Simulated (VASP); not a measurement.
# Ti (Im-3m) in VASP: further runs

The runs below take Ti through single point, with r2SCAN.

Everything below comes from runs of VASP 6.6.1. Logs are shortened: lines on timing, memory, paths and dates and some standing lists are left out, and cuts for length are marked.

### Step 1. The cell of the first run

Symmetry: Im-3m, No. 229, cubic system. The conventional cell has a = 3.284 Å, b = 3.284 Å, c = 3.284 Å, α = 90.00°, β = 90.00°, γ = 90.00°. Ti (site symmetry m-3m) has 14 Ti at 2.84 to 3.28 Å within 3.7 Å.

This isn't the form of Ti at room conditions, which is hcp.

### Step 2. Single point, r2SCAN (equal strain along all axes, cell held: +1.0 %)

File POSCAR:

```
Ti
1.0
    3.2843076382      0.0000000000      0.0000000000
    0.0000000000      3.2843076382      0.0000000000
    0.0000000000      0.0000000000      3.2843076382
Ti
2
Direct
    0.0000000000      0.0000000000      0.0000000000
    0.5000000000      0.5000000000      0.5000000000
```

File INCAR.step1:

```
PREC = Accurate
ENCUT = 520
ISMEAR = 0
SIGMA = 0.1
LREAL = F
LASPH = T
NELM = 80
NBANDS = 19
GGA = PE
ALGO = Normal
EDIFF = 1E-4
LWAVE = T
LCHARG = F
```

File INCAR.step2:

```
PREC = Accurate
ENCUT = 520
EDIFF = 1E-6
ISMEAR = 0
SIGMA = 0.1
LREAL = F
LASPH = T
NELM = 80
ALGO = Normal
ISIF = 2
LWAVE = F
LCHARG = T
METAGGA = R2SCAN
LMIXTAU = T
LELF = T
LVHAR = T
NBANDS = 19
ISTART = 1
```

File KPOINTS:

```
regular mesh
0
Gamma
  16 16 16
```

Potentials or basis: VASP PAW PBE potentials, release 64 (Ti_sv).

Started as:

```sh
$ cat potpaw_PBE.64/Ti_sv/POTCAR > POTCAR
$ cp INCAR.step1 INCAR
$ mpirun -np 1 vasp_std > vasp.out
$ cp INCAR.step2 INCAR
$ mpirun -np 1 vasp_std > vasp.out
```

OUTCAR:

```text
PREC = Accurate
   ENCUT = 520
   EDIFF = 1E-6
   ISMEAR = 0
   LREAL = F
   LASPH = T
   NELM = 80
   ISIF = 2
   METAGGA = R2SCAN
   ISTART = 1

 ion  position               nearest neighbor table
   1  0.000  0.000  0.000-   2 2.84   2 2.84   2 2.84   2 2.84   2 2.84   2 2.84   2 2.84   2 2.84

   2  0.500  0.500  0.500-   1 2.84   1 2.84   1 2.84   1 2.84   1 2.84   1 2.84   1 2.84   1 2.84

  LATTYP: Found a simple cubic cell.
 ALAT       =     3.2843076382

  Lattice vectors:

 A1 = (   3.2843076382,   0.0000000000,   0.0000000000)
 A2 = (   0.0000000000,   3.2843076382,   0.0000000000)
 A3 = (   0.0000000000,   0.0000000000,   3.2843076382)

Analysis of symmetry for initial positions (statically):
=====================================================================
 Subroutine PRICEL returns following result:

  LATTYP: Found a body centered cubic cell.
 ALAT       =     3.2843076382

  Lattice vectors:

 A1 = (   1.6421538191,   1.6421538191,  -1.6421538191)
 A2 = (  -1.6421538191,   1.6421538191,   1.6421538191)
 A3 = (   1.6421538191,  -1.6421538191,   1.6421538191)

   2 primitive cells build up your supercell.

 Routine SETGRP: Setting up the symmetry group for a
 simple cubic supercell.

 Subroutine GETGRP returns: Found 48 space group operations
 (whereof 48 operations were pure point group operations)
 out of a pool of 48 trial point group operations.

The static configuration has the point symmetry O_h .

Analysis of symmetry for dynamics (positions and initial velocities):
=====================================================================
 Subroutine PRICEL returns following result:

  LATTYP: Found a body centered cubic cell.
 ALAT       =     3.2843076382

  Lattice vectors:

 A1 = (   1.6421538191,   1.6421538191,  -1.6421538191)
 A2 = (  -1.6421538191,   1.6421538191,   1.6421538191)
 A3 = (   1.6421538191,  -1.6421538191,   1.6421538191)

   2 primitive cells build up your supercell.

 Routine SETGRP: Setting up the symmetry group for a
[... 62 lines left out ...]
  0.062500  0.000000  0.000000      6.000000
  0.125000  0.000000  0.000000      6.000000
  0.187500  0.000000  0.000000      6.000000
  0.250000  0.000000  0.000000      6.000000
  0.312500  0.000000  0.000000      6.000000
[... 16 lines left out ...]
  0.437500  0.125000  0.000000     24.000000
  0.500000  0.125000  0.000000     12.000000
 [... further k-points ...]
   k-points           NKPTS =    165   k-points in BZ     NKDIM =    165   number of bands    NBANDS=     19
   number of dos      NEDOS =    301   number of ions     NIONS =      2
   total plane-waves  NPLWV =  13824
   dimension x,y,z NGX =    24 NGY =   24 NGZ =   24
   dimension x,y,z NGXF=    48 NGYF=   48 NGZF=   48
   ions per type =               2
   NGX,Y,Z   is equivalent  to a cutoff of  12.15, 12.15, 12.15 a.u.
   NGXF,Y,Z  is equivalent  to a cutoff of  24.30, 24.30, 24.30 a.u.
 SYSTEM =  unknown system
   PREC   = accura    normal or accurate (medium, high low for compatibility)
   ISTART =      1    job   : 0-new  1-cont  2-samecut
   ICHARG =      0    charge: 1-file 2-atom 10-const
   ISPIN  =      1    spin polarized calculation?
   LNONCOLLINEAR =      F non collinear calculations
   LSORBIT =      F    spin-orbit coupling
   LASPH  =      T    aspherical Exc in radial PAW
   ENCUT  =  520.0 eV  38.22 Ry    6.18 a.u.   6.11  6.11  6.11*2*pi/ulx,y,z
   NELM   =     80;   NELMIN=  2; NELMDL=  0     # of ELM steps
   EDIFF  = 0.1E-05   stopping-criterion for ELM
   LREAL  =      F    real-space projection
[... 7 lines left out ...]
   TEBEG  =    0.0;   TEEND  =   0.0 temperature during run
   PSTRESS=    0.0 pullay stress
   NELECT =      24.0000    total number of electrons
   NUPDOWN=      -1.0000    fix difference up-down
   EMIN   =  10.00;   EMAX   =-10.00  energy-range for DOS
   EFERMI =   0.00;   METHOD = LEGACY
   ISMEAR =     0;   SIGMA  =   0.10  broadening in eV -4-tet -1-fermi 0-gaus
   EFERMI_NEDOS =   21; number of points for ismear=-14 and -15
   IALGO  =     38    algorithm
   IMIX   =      4    mixing-type and parameters
     AMIX     =   0.40;   BMIX     =  1.00
     AMIX_MAG =   1.60;   BMIX_MAG =  1.00
  volume/ion in A,a.u.               =      17.71       119.54
  Fermi-wavevector in a.u.,A,eV,Ry     =   1.437810  2.717066 28.127280  2.067297
  Thomas-Fermi vector in A             =   2.556846
   LORBIT       =      0    0 simple, 1 ext, 2 COOP (PROOUT), +10 PAW based schemes
   METAGGA = R2SCAN    functional components
   LHFCALC =     F    Hartree Fock is set to
   AEXX    =    0.0000 exact exchange contribution
   IVDW    =     0    specifies the selected vdW correction
   LEPSILON=     F    determine dielectric tensor
   LRPA    =     F    only Hartree local field effects (RPA)
 non-spin polarized calculation
 Gauss-broadening in eV      SIGMA  =   0.10
  energy-cutoff  :      520.00
  volume of cell :       35.43
 maximum number of plane-waves:       976
   NGX = 13   NGY = 13   NGZ = 13

 number of electron      24.0000023 magnetization

 Free energy of the ion-electron system (eV)
  ---------------------------------------------------
  ext. energy  EPLUGINS =         0.00000000
  ---------------------------------------------------
  free energy    TOTEN  =       -25.63082165 eV

  energy without entropy =      -25.60805988  energy(sigma->0) =      -25.61944076

 E-fermi :   7.9153     XC(G=0): -12.2994

 val. band max:        7.9115610591   @ k =   0.4375   0.1250   0.1250
 cond. band min:       7.9160700525   @ k =   0.4375   0.3750   0.1875
 fundamental gap:      0.0045089934
 Fermi energy:         7.9153108997

 k-point     1 :       0.0000    0.0000    0.0000
  band No.  band energies     occupation
      1     -51.0408      2.00000
      2     -50.8269      2.00000
      3     -26.3093      2.00000
      4     -26.3093      2.00000
      5     -26.3093      2.00000
      6     -25.8658      2.00000
[... 505 lines left out ...]
      6     -26.0784      2.00000
[... 11 lines left out ...]
     18      10.8920      0.00000
     19      11.6391      0.00000

 [... further k-points ...]
[... 5 lines left out ...]
  --------------------------------------------------------------------------------------
  -------------------------------------------------------------------------------------
  Total       -0.6186884     -0.6186884     -0.6186884     -0.0000000     -0.0000000      0.0000000
  in kB      -27.9802150    -27.9802150    -27.9802150     -0.0000000     -0.0000000      0.0000000
  external PRESSURE =     -27.9802150 kB  Pullay stress =       0.0000000 kB

 VOLUME and BASIS-vectors are now :
 -----------------------------------------------------------------------------
  energy-cutoff  :      520.00
  volume of cell :       35.43
      direct lattice vectors                 reciprocal lattice vectors
     3.284307638  0.000000000  0.000000000     0.304478176  0.000000000  0.000000000
     0.000000000  3.284307638  0.000000000     0.000000000  0.304478176  0.000000000
     0.000000000  0.000000000  3.284307638     0.000000000  0.000000000  0.304478176

 POSITION                                       TOTAL-FORCE (eV/Angst)
 -----------------------------------------------------------------------------------
      0.00000      0.00000      0.00000        -0.000000     -0.000000     -0.000000
      1.64215      1.64215      1.64215         0.000000      0.000000      0.000000
 -----------------------------------------------------------------------------------
    total drift:                                0.000000      0.000000     -0.000000

  FREE ENERGIE OF THE ION-ELECTRON SYSTEM (eV)
  ---------------------------------------------------
  free  energy   TOTEN  =       -25.6308216534 eV

  energy  without entropy=      -25.6080598762  energy(sigma->0) =      -25.61944076
```

Wall time 5.9 min (1 thread of Intel Xeon 8259CL, shared host); peak memory 0.21 GiB.

What came out:

| Item | Value |
| --- | --- |
| Free energy | -25.6308 eV |
| Pressure | -2.8 GPa |
| Band gap on the k mesh | zero (bands 12 and 13 overlap by 1.78 eV) |

Caveat: the cell differs from its parent crystal (equal strain along all axes, cell held: +1.0 %); the PAW data sets were made with another functional, which shifts forces and pressure a little.

### Step 3. Single point, r2SCAN (equal strain along all axes, cell held: +2.0 %)

File POSCAR:

```
Ti
1.0
    3.3168255356      0.0000000000      0.0000000000
    0.0000000000      3.3168255356      0.0000000000
    0.0000000000      0.0000000000      3.3168255356
Ti
2
Direct
    0.0000000000      0.0000000000      0.0000000000
    0.5000000000      0.5000000000      0.5000000000
```

File INCAR.step1:

```
SYSTEM = Ti
PREC = Accurate
ENCUT = 520
ISMEAR = 0
SIGMA = 0.1
LREAL = .FALSE.
LASPH = .TRUE.
NELM = 80
NBANDS = 19
GGA = PE
ALGO = Normal
EDIFF = 1E-4
LWAVE = .TRUE.
LCHARG = .FALSE.
```

File INCAR.step2:

```
SYSTEM = Ti
PREC = Accurate
ENCUT = 520
EDIFF = 1E-6
ISMEAR = 0
SIGMA = 0.1
LREAL = .FALSE.
LASPH = .TRUE.
NELM = 80
ALGO = Normal
ISIF = 2
LWAVE = .FALSE.
LCHARG = .FALSE.
METAGGA = R2SCAN
LMIXTAU = .TRUE.
NBANDS = 19
ISTART = 1
```

File KPOINTS:

```
regular mesh
0
G
  16 16 16
  0 0 0
```

Potentials or basis: VASP PAW PBE potentials, release 64 (Ti_sv).

Started as:

```sh
$ cat potpaw_PBE.64/Ti_sv/POTCAR > POTCAR
$ cp INCAR.step1 INCAR
$ mpirun -np 1 vasp_std > vasp.out
$ cp INCAR.step2 INCAR
$ mpirun -np 1 vasp_std > vasp.out
```

Run time: 11 min. Hardware: 1 thread of Intel Xeon 8259CL, shared host; peak memory 0.23 GiB.

The run converged. Its results:

```yaml
Free_energy: -25.6037 eV
Pressure: -5.6 GPa
Band_gap_on_the_k_mesh: zero (bands 12 and 13 overlap by 1.74 eV)
```

Levels at points of the mesh, in eV from the Fermi level:
```tsv
k point	band 10	band 11	band 12	band 13	band 14	band 15
(0.00, 0.00, 0.00)	-2.09	-2.09	1.09	1.09	1.09	2.76
(0.50, 0.00, 0.00)	-2.88	0.08	0.08	1.34	1.34	1.34
(0.50, 0.50, 0.00)	-2.46	-0.29	-0.29	0.82	0.82	2.76
(0.50, 0.50, 0.50)	-0.65	-0.65	-0.65	-0.65	-0.65	3.15
```

Caveat: the cell differs from its parent crystal (equal strain along all axes, cell held: +2.0 %); the cell stands under tension; the PAW data sets were made with another functional, which shifts forces and pressure a little.

### Step 4. Single point, r2SCAN (equal strain along all axes, cell held: +3.0 %)

File POSCAR:

```
Ti
1.0
    3.3493434330      0.0000000000      0.0000000000
    0.0000000000      3.3493434330      0.0000000000
    0.0000000000      0.0000000000      3.3493434330
Ti
2
Direct
    0.0000000000      0.0000000000      0.0000000000
    0.5000000000      0.5000000000      0.5000000000
```

File INCAR.step1:

```
PREC = Accurate
ENCUT = 520
ISMEAR = 0
SIGMA = 0.1
LREAL = False
LASPH = True
NELM = 60
NBANDS = 19
GGA = PE
ALGO = Normal
EDIFF = 1E-4
LWAVE = True
LCHARG = False
```

File INCAR.step2:

```
PREC = Accurate
ENCUT = 520
EDIFF = 1E-7
ISMEAR = 0
SIGMA = 0.1
LREAL = False
LASPH = True
NELM = 60
ALGO = Normal
ISIF = 2
LWAVE = False
LCHARG = True
METAGGA = R2SCAN
LMIXTAU = True
LELF = True
LVHAR = True
NBANDS = 19
ISTART = 1
```

File KPOINTS:

```
regular mesh
0
Gamma
  16 16 16
```

Started as:

```sh
$ cat potpaw_PBE.64/Ti_sv/POTCAR > POTCAR
$ cp INCAR.step1 INCAR
$ mpirun -np 1 vasp_std > vasp.out
$ cp INCAR.step2 INCAR
$ mpirun -np 1 vasp_std > vasp.out
```

Wall time 11 min (1 thread of Intel Xeon 8259CL, shared host); peak memory 0.23 GiB.

Results (log left out):

- Free energy: -25.5577 eV
- Pressure: -8.1 GPa
- Band gap on the k mesh: zero (bands 12 and 13 overlap by 1.69 eV)

Levels at points of the mesh, in eV from the Fermi level:
| k point | band 8 | band 9 | band 10 | band 11 | band 12 | band 13 | band 14 | band 15 | band 16 | band 17 |
| --- | --- | --- | --- | --- | --- | --- | --- | --- | --- | --- |
| (0.00, 0.00, 0.00) | -33.98 | -6.17 | -2.00 | -2.00 | 1.06 | 1.06 | 1.06 | 2.67 | 2.67 | 3.73 |
| (0.50, 0.00, 0.00) | -34.15 | -2.87 | -2.87 | 0.10 | 0.10 | 1.30 | 1.30 | 1.30 | 1.30 | 2.32 |
| (0.50, 0.50, 0.00) | -33.98 | -2.39 | -2.39 | -0.27 | -0.27 | 0.74 | 0.74 | 2.66 | 2.66 | 2.98 |
| (0.50, 0.50, 0.50) | -34.24 | -0.64 | -0.64 | -0.64 | -0.64 | -0.64 | -0.64 | 3.03 | 3.03 | 3.03 |

Caveat: the cell differs from its parent crystal (equal strain along all axes, cell held: +3.0 %); the cell stands under tension; the PAW data sets were made with another functional, which shifts forces and pressure a little.

### Step 5. Summary

| cell | gap on the mesh (eV) | pressure (GPa) |
| --- | --- | --- |
| a = 3.284 Å, 2 atoms | none | -2.8 |
| a = 3.317 Å, 2 atoms | none | -5.6 |
| a = 3.349 Å, 2 atoms | none | -8.1 |

Alike in all rows: task single point; level r2SCAN; potentials or basis VASP PAW PBE potentials, release 64 (Ti_sv); no spin polarisation; k mesh 16 × 16 × 16; cutoff (eV) 520; smearing gaussian 0.1 eV.

Caveats: the PAW data sets were made with another functional, which shifts forces and pressure a little; the cell stands under tension (at least some runs).

Total energies depend on the potentials used, so only differences within one code and one set of settings carry meaning.
